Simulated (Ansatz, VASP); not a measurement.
# SnTe in VASP and in Ansatz

The input INCAR:

```
ALGO     = Normal         # electronic algorithm
EDIFF    = 1E-8           # SCF threshold, eV
ENCUT    = 520            # plane-wave cutoff, eV
ISIF     = 2              # what is computed and relaxed
ISMEAR   = -1             # smearing method
LASPH    = True           # aspherical terms in the spheres
LCHARG   = False          # write CHGCAR
LEFG     = True         
LREAL    = False          # projectors in reciprocal space
LWAVE    = False          # write WAVECAR
NBANDS   = 17             # bands
NELM     = 100            # most SCF steps
PREC     = Accurate       # precision mode
SIGMA    = 0.08           # smearing width, eV
```

KPOINTS

```
k-points
0
Gamma
  11 11 11
```

Contents of POSCAR:

```
SnTe
1.0
    0.0000000000      3.1138393650      3.1138393650
    3.1138393650      0.0000000000      3.1138393650
    3.1138393650      3.1138393650      0.0000000000
Sn Te
1 1
Direct
    0.0000000000      0.0000000000      0.0000000000
    0.5000000000      0.5000000000      0.5000000000
```

Input for Ansatz:

```yaml
crystal:
  lattice:
    - [0.0, 3.113839365, 3.113839365]
    - [3.113839365, 0.0, 3.113839365]
    - [3.113839365, 3.113839365, 0.0]
  atoms:
    - { symbol: Sn, position: [0.0, 0.0, 0.0] }
    - { symbol: Te, position: [0.5, 0.5, 0.5] }
kpoints:
  mp_grid: { grid: [11, 11, 11] }
scf:
  occupations: { method: fermi_dirac, width: 0.08 }
hamiltonian:
  xc: lda
  pseudopotentials: { kind: paw }
output:
  forces: true
  stress: true
  eigenvalues: true
  efg: { contact_densities: true }
```

Change from the starting cell: volume scaled by 0.96, PAW files.

Alike in both runs: task electric field gradients; functional LDA; k mesh 11 × 11 × 11; occupations fermi-dirac, width 0.08 eV; no spin polarisation.

```csv
,VASP,Ansatz
version,VASP 6.6.1,Ansatz 0.2.0
potentials or method,"VASP PAW LDA potentials, release 64 (Sn_d, Te)","PAW with Ansatz's default frozen-core files, scalar-relativistic"
plane-wave cutoff (eV),520,420
valence electrons in the cell,20,30
```

|  | VASP | Ansatz | Ansatz less VASP |
| --- | --- | --- | --- |
| pressure (GPa) | 0.3 | 0.2 | -0.07 |

LDA's correlation is that of Perdew and Zunger in VASP and of Perdew and Wang (1992) in Ansatz. VASP's potentials hold 20 valence electrons a cell and Ansatz's 30, so a difference there can come from the potentials and not from the codes.

Spin-orbit coupling is off throughout.
